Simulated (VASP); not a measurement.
# SnTe (P1) in VASP: relaxation of cell and atoms with PBE

Aim: the relaxation of cell and atoms of SnTe with PBE.

Program: VASP 6.6.1. These are calculated values, not measurements. Logs are shortened: lines on timing, memory, paths and dates and some standing lists are left out, and cuts for length are marked.

## (1) The cell of the first run

The typed cell holds 4 atoms: a = 4.460 Å, b = 4.500 Å, c = 8.024 Å, α = 72.57°, β = 73.80°, γ = 60.46°.

## (2) Relaxation of cell and atoms, PBE

The input, INCAR:

```
PREC     = Accurate       # precision mode
ENCUT    = 600            # plane-wave cutoff, eV
EDIFF    = 1E-6           # SCF threshold, eV
ISMEAR   = 0              # smearing method
SIGMA    = 0.2            # smearing width, eV
LREAL    = F              # projectors in reciprocal space
LASPH    = T              # aspherical terms in the spheres
NELM     = 80             # most SCF steps
ALGO     = Normal         # electronic algorithm
ISIF     = 3              # what is computed and relaxed
LWAVE    = F              # write WAVECAR
LCHARG   = F              # write CHGCAR
GGA      = PE             # functional
IBRION   = 2              # ionic algorithm
NSW      = 80             # ionic steps
EDIFFG   = -0.025         # ionic threshold
```

The input, KPOINTS:

```
Automatic mesh
0
Gamma
  6 6 6
```

The input, POSCAR:

```
SnTe
1.0
   -3.1532393939      0.0075821128     -3.1541008334
   -3.1993915072     -3.1638332907      0.0537342261
   -6.5252489041      3.2365649543      3.3652888369
Sn Te
2 2
Direct
    0.5012824739      0.4978441843      0.5073131851
    0.9915450911      1.0007732857      1.0067359827
    0.2547004495      0.2562537842      0.2451353278
    0.7524719854      0.7451287457      0.7408155044
```

Potentials or basis: VASP PAW PBE potentials, release 64 (Sn_d, Te).

Started as:

```console
$ cat potpaw_PBE.64/Sn_d/POTCAR potpaw_PBE.64/Te/POTCAR > POTCAR
$ mpirun -np 1 vasp_std > vasp.out
```

OUTCAR:

```text
PREC = Accurate
   ENCUT = 600
   EDIFF = 1E-6
   ISMEAR = 0
   LREAL = F
   LASPH = T
   NELM = 80
   ISIF = 3
   GGA = PE
   IBRION = 2
   NSW = 80
   EDIFFG = -0.025

 ion  position               nearest neighbor table
   1  0.501  0.498  0.507-   4 3.11   4 3.14   4 3.16   3 3.25   3 3.26   3 3.27
   2  0.992  0.001  0.007-   3 3.13   3 3.14   3 3.20   4 3.22   4 3.31   4 3.31
   3  0.255  0.256  0.245-   2 3.13   2 3.14   2 3.20   1 3.25   1 3.26   1 3.27
   4  0.752  0.745  0.741-   1 3.11   1 3.14   1 3.16   2 3.22   2 3.31   2 3.31

  LATTYP: Found a triclinic cell.
 ALAT       =     4.5111208638
 B/A-ratio  =     0.9886610594
 C/A-ratio  =     1.7593857055
 COS(alpha) =     0.0025644449
 COS(beta)  =     0.2659462498
 COS(gamma) =     0.4968499056

  Lattice vectors:

 A1 = (   0.0461521133,   3.1714154035,  -3.2078350595)
 A2 = (  -3.1532393939,   0.0075821128,  -3.1541008334)
 A3 = (  -3.3258573969,   6.4003982450,   3.3115546108)

Analysis of symmetry for initial positions (statically):
=====================================================================
 Subroutine PRICEL returns:
 Original cell was already a primitive cell.

 Routine SETGRP: Setting up the symmetry group for a
 triclinic supercell.

 Subroutine GETGRP returns: Found  1 space group operations
 (whereof  1 operations were pure point group operations)
 out of a pool of  2 trial point group operations.

The static configuration has the point symmetry C_1 .

Analysis of symmetry for dynamics (positions and initial velocities):
=====================================================================
 Subroutine PRICEL returns:
 Original cell was already a primitive cell.

 Routine SETGRP: Setting up the symmetry group for a
 triclinic supercell.

 Subroutine GETGRP returns: Found  1 space group operations
 (whereof  1 operations were pure point group operations)
 out of a pool of  2 trial point group operations.

The dynamic configuration has the point symmetry C_1 .

 Subroutine INISYM returns: Found  1 space group operations
 (whereof  1 operations are pure point group operations),
 and found     1 'primitive' translations

----------------------------------------------------------------------------------------

                                     Primitive cell

  volume of cell :     131.9772

  direct lattice vectors                    reciprocal lattice vectors
    -3.153239394  0.007582113 -3.154100833    -0.081992400  0.078924599 -0.234887836
    -3.199391507 -3.163833291  0.053734226    -0.077543458 -0.236350332  0.076954119
    -6.525248904  3.236564954  3.365288837    -0.075608833  0.077745554  0.075775074

  length of vectors
     4.459969533  4.499870495  8.023677145     0.261006018  0.260377426  0.132298634

  position of ions in fractional coordinates (direct lattice)
     0.501282474  0.497844184  0.507313185
     0.991545091  0.000773286  0.006735983
     0.254700449  0.256253784  0.245135328
     0.752471985  0.745128746  0.740815504

  ion indices of the primitive-cell ions
   primitive index   ion index
                 1           1
                 2           2
                 3           3
                 4           4

----------------------------------------------------------------------------------------

 KPOINTS: Automatic mesh

Automatic generation of k-mesh.
 Grid dimensions read from file:
 generate k-points for:    6    6    6

 Generating k-lattice:

  Cartesian coordinates                     Fractional coordinates (reciprocal lattice)
    -0.013665400  0.013154100 -0.039147973     0.166666667 -0.000000000  0.000000000
    -0.012923910 -0.039391722  0.012825687    -0.000000000  0.166666667 -0.000000000
    -0.012601472  0.012957592  0.012629179    -0.000000000 -0.000000000  0.166666667

  Length of vectors
     0.043501003  0.043396238  0.022049772

  Shift w.r.t. Gamma in fractional coordinates (k-lattice)
     0.000000000  0.000000000  0.000000000

 Subroutine IBZKPT returns following result:
 ===========================================

 Found    112 irreducible k-points:

 Following reciprocal coordinates:
            Coordinates               Weight
  0.000000  0.000000  0.000000      1.000000
  0.166667  0.000000  0.000000      2.000000
  0.333333  0.000000  0.000000      2.000000
  0.500000  0.000000  0.000000      1.000000
 -0.000000  0.166667  0.000000      2.000000
  0.166667  0.166667  0.000000      2.000000
[... 16 lines left out ...]
  0.333333  0.000000  0.166667      2.000000
  0.500000  0.000000  0.166667      2.000000
 [... further k-points ...]
   k-points           NKPTS =    112   k-points in BZ     NKDIM =    112   number of bands    NBANDS=     24
   number of dos      NEDOS =    301   number of ions     NIONS =      4
   total plane-waves  NPLWV =  82944
   dimension x,y,z NGX =    36 NGY =   36 NGZ =   64
   dimension x,y,z NGXF=    72 NGYF=   72 NGZF=  128
   ions per type =               2   2
   NGX,Y,Z   is equivalent  to a cutoff of  13.42, 13.30, 13.26 a.u.
   NGXF,Y,Z  is equivalent  to a cutoff of  26.84, 26.60, 26.52 a.u.
 SYSTEM =  unknown system
   PREC   = accura    normal or accurate (medium, high low for compatibility)
   ISTART =      0    job   : 0-new  1-cont  2-samecut
   ICHARG =      2    charge: 1-file 2-atom 10-const
   ISPIN  =      1    spin polarized calculation?
   LNONCOLLINEAR =      F non collinear calculations
   LSORBIT =      F    spin-orbit coupling
   LASPH  =      T    aspherical Exc in radial PAW
   ENCUT  =  600.0 eV  44.10 Ry    6.64 a.u.   8.91  8.99 16.03*2*pi/ulx,y,z
   NELM   =     80;   NELMIN=  2; NELMDL= -5     # of ELM steps
   EDIFF  = 0.1E-05   stopping-criterion for ELM
   LREAL  =      F    real-space projection
   EDIFFG = -.3E-01   stopping-criterion for IOM
   NSW    =     80    number of steps for IOM
   IBRION =      2    ionic relax: 0-MD 1-quasi-New 2-CG
   NFREE  =      1    steps in history (QN), initial steepest desc. (CG)
   ISIF   =      3    stress and relaxation
   ISYM   =      2    0-nonsym 1-usesym 2-fastsym
   POTIM  = 0.5000    time-step for ionic-motion
   TEBEG  =    0.0;   TEEND  =   0.0 temperature during run
   PSTRESS=    0.0 pullay stress
   NELECT =      40.0000    total number of electrons
   NUPDOWN=      -1.0000    fix difference up-down
   EMIN   =  10.00;   EMAX   =-10.00  energy-range for DOS
   EFERMI =   0.00;   METHOD = LEGACY
   ISMEAR =     0;   SIGMA  =   0.20  broadening in eV -4-tet -1-fermi 0-gaus
   EFERMI_NEDOS =   21; number of points for ismear=-14 and -15
   IALGO  =     38    algorithm
   IMIX   =      4    mixing-type and parameters
     AMIX     =   0.40;   BMIX     =  1.00
     AMIX_MAG =   1.60;   BMIX_MAG =  1.00
  volume/ion in A,a.u.               =      32.99       222.66
  Fermi-wavevector in a.u.,A,eV,Ry     =   1.099669  2.078073 16.453134  1.209271
  Thomas-Fermi vector in A             =   2.236067
   LORBIT       =      0    0 simple, 1 ext, 2 COOP (PROOUT), +10 PAW based schemes
   GGA     = PE    functional components
   LHFCALC =     F    Hartree Fock is set to
   AEXX    =    0.0000 exact exchange contribution
   IVDW    =     0    specifies the selected vdW correction
   LEPSILON=     F    determine dielectric tensor
   LRPA    =     F    only Hartree local field effects (RPA)
 conjugate gradient relaxation of ions
 non-spin polarized calculation
 Gauss-broadening in eV      SIGMA  =   0.20
  energy-cutoff  :      600.00
  volume of cell :      131.98
 maximum number of plane-waves:      4436
   NGX = 17   NGY = 17   NGZ = 31

--------------------------------------- Ionic step        1  -------------------------------------------

 number of electron      40.0000004 magnetization

 Free energy of the ion-electron system (eV)
  ---------------------------------------------------
  ext. energy  EPLUGINS =         0.00000000
  ---------------------------------------------------
  free energy    TOTEN  =       -15.11854877 eV

  energy without entropy =      -15.11472031  energy(sigma->0) =      -15.11663454

------------------------ aborting loop because EDIFF is reached ----------------------------------------

  FORCE on cell =-STRESS in cart. coord.  units (eV):
  Direction    XX          YY          ZZ          XY          YZ          ZX
  --------------------------------------------------------------------------------------
  -------------------------------------------------------------------------------------
  Total       -0.2491165      0.6505989     -0.3206455      0.1180519     -0.0679429      0.4395538
  in kB       -3.0242256      7.8981427     -3.8925730      1.4331267     -0.8248141      5.3360976
  external PRESSURE =       0.3271147 kB  Pullay stress =       0.0000000 kB
[... 95 lines left out ...]
  FREE ENERGIE OF THE ION-ELECTRON SYSTEM (eV)
  ---------------------------------------------------
  free  energy   TOTEN  =       -15.1306592513 eV

  energy  without entropy=      -15.1272160408  energy(sigma->0) =      -15.12893765

[... ionic steps 4 to 12 ...]

--------------------------------------- Ionic step       13  -------------------------------------------

 number of electron      40.0000000 magnetization

------------------------ aborting loop because EDIFF is reached ----------------------------------------

  FORCE on cell =-STRESS in cart. coord.  units (eV):
  Direction    XX          YY          ZZ          XY          YZ          ZX
  --------------------------------------------------------------------------------------
  -------------------------------------------------------------------------------------
  Total        0.0223276      0.2025803      0.0246043      0.0019847     -0.0013964      0.0765518
  in kB        0.2684900      2.4360317      0.2958677      0.0238655     -0.0167919      0.9205366
  external PRESSURE =       1.0001298 kB  Pullay stress =       0.0000000 kB
[... 61 lines left out ...]
  energy  without entropy=      -15.1393962188  energy(sigma->0) =      -15.14056897

--------------------------------------- Ionic step       15  -------------------------------------------

 number of electron      40.0000000 magnetization

 Free energy of the ion-electron system (eV)
  ---------------------------------------------------
  ext. energy  EPLUGINS =         0.00000000
  ---------------------------------------------------
  free energy    TOTEN  =       -15.14213779 eV

  energy without entropy =      -15.13986696  energy(sigma->0) =      -15.14100238

 E-fermi :   6.2133     XC(G=0):  -9.2157

 val. band max:        6.0825693623   @ k =   0.5000   0.0000   0.5000
 cond. band min:       6.3245039353   @ k =   0.5000   0.0000   0.5000
 fundamental gap:      0.2419345730
 Fermi energy:         6.2132889266

 k-point     1 :       0.0000    0.0000    0.0000
  band No.  band energies     occupation
      1     -15.6370      2.00000
      2     -15.6365      2.00000
      3     -15.6324      2.00000
      4     -15.6320      2.00000
      5     -15.6270      2.00000
      6     -15.6266      2.00000
[... 637 lines left out ...]
     23       8.8117      0.00000
     24       8.9759      0.00000

 [... further k-points ...]

------------------------ aborting loop because EDIFF is reached ----------------------------------------

  FORCE on cell =-STRESS in cart. coord.  units (eV):
  Direction    XX          YY          ZZ          XY          YZ          ZX
  --------------------------------------------------------------------------------------
  -------------------------------------------------------------------------------------
  Total        0.0270514      0.0131997      0.0388049      0.0016672     -0.0012169      0.0319374
  in kB        0.3259365      0.1590405      0.4675524      0.0200872     -0.0146626      0.3848076
  external PRESSURE =       0.3175098 kB  Pullay stress =       0.0000000 kB
[... 19 lines left out ...]
  FREE ENERGIE OF THE ION-ELECTRON SYSTEM (eV)
  ---------------------------------------------------
  free  energy   TOTEN  =       -15.1421377860 eV

  energy  without entropy=      -15.1398669647  energy(sigma->0) =      -15.14100238

 reached required accuracy - stopping structural energy minimisation
```

It took 36 min on 1 thread of Oxide Virtual Turin-like, shared host; peak memory 0.55 GiB.

Results:

| Item | Value |
| --- | --- |
| Free energy | -15.1421 eV |
| Relaxed volume | 33.24 Å³/atom |
| Relaxed cell | a = 4.516 Å, b = 4.525 Å, c = 7.952 Å, α = 73.36°, β = 73.52°, γ = 60.06° |
| Space group after relaxing (to 0.1 Å) | R3m (No. 160) |
| Energy gained by relaxing | 5.9 meV/atom |
| Ionic steps | 15 |
| Pressure after relaxing | 0.0 GPa |
| Largest force after relaxing | 0.019 eV/Å |
| Band gap on the k mesh | 0.24 eV |

Forces in eV/Å, atoms in the order of the input:
```
Sn  -0.005  0.004 -0.015
Sn  -0.002  0.008  0.017
Te  -0.013 -0.013 -0.005
Te   0.019  0.001  0.002
```

The path:
```tsv
step	energy change (eV)	largest force (eV/Å)	pressure (GPa)	volume (Å³)
1	0.0000	0.1885	0.03	131.98
2	-0.0104	0.1555	0.01	132.10
3	-0.0121	0.1332	-0.01	132.16
4	-0.0179	0.0856	-0.01	132.20
5	-0.0200	0.0477	-0.01	132.23
6	-0.0205	0.0409	0.01	132.16
7	-0.0209	0.0322	0.06	132.06
8	-0.0212	0.0311	0.05	132.15
9	-0.0218	0.0416	0.00	132.42
10	-0.0219	0.0460	-0.02	132.52
11	-0.0223	0.0442	-0.01	132.59
12	-0.0231	0.0378	0.00	132.81
13	-0.0223	0.0515	0.10	133.24
14	-0.0232	0.0349	0.01	132.90
15	-0.0236	0.0193	0.03	132.97
```

Final structure:
```yaml
crystal:
  lattice:
    - [-3.19326, -0.00061, -3.19397]
    - [-3.20111, -3.19851, 0.00708]
    - [-6.46984, 3.26018, 3.27780]
  atoms:
    - { symbol: Sn, position: [0.49266, 0.49853, 0.51348] }
    - { symbol: Sn, position: [0.99565, 0.99662, 0.01295] }
    - { symbol: Te, position: [0.25600, 0.25144, 0.23660] }
    - { symbol: Te, position: [0.75568, 0.75341, 0.73696] }
```

Levels at points of the mesh, in eV from the valence-band top:
```tsv
k point	band 18	band 19	band 20	band 21	band 22	band 23
(0.00, 0.00, 0.00)	-1.57	-1.55	-0.19	0.63	0.70	0.74
(0.50, 0.00, 0.00)	-2.71	-2.17	-2.17	2.55	2.55	2.74
(0.00, 0.50, 0.00)	-2.69	-2.17	-2.17	2.54	2.56	2.74
(0.50, 0.50, 0.00)	-1.68	-1.65	-0.01	0.25	0.68	0.77
(0.00, 0.00, 0.50)	-1.73	-0.87	-0.87	1.75	1.76	1.77
(0.50, 0.00, 0.50)	-1.68	-1.65	0.00	0.24	0.68	0.77
(0.00, 0.50, 0.50)	-1.67	-1.62	-0.03	0.31	0.67	0.80
(0.50, 0.50, 0.50)	-2.71	-2.17	-2.16	2.54	2.56	2.73
```

Caveat: semilocal functionals underestimate gaps, and a narrow one can read as zero; spin-orbit coupling is left out, which moves the levels of the heavy elements.
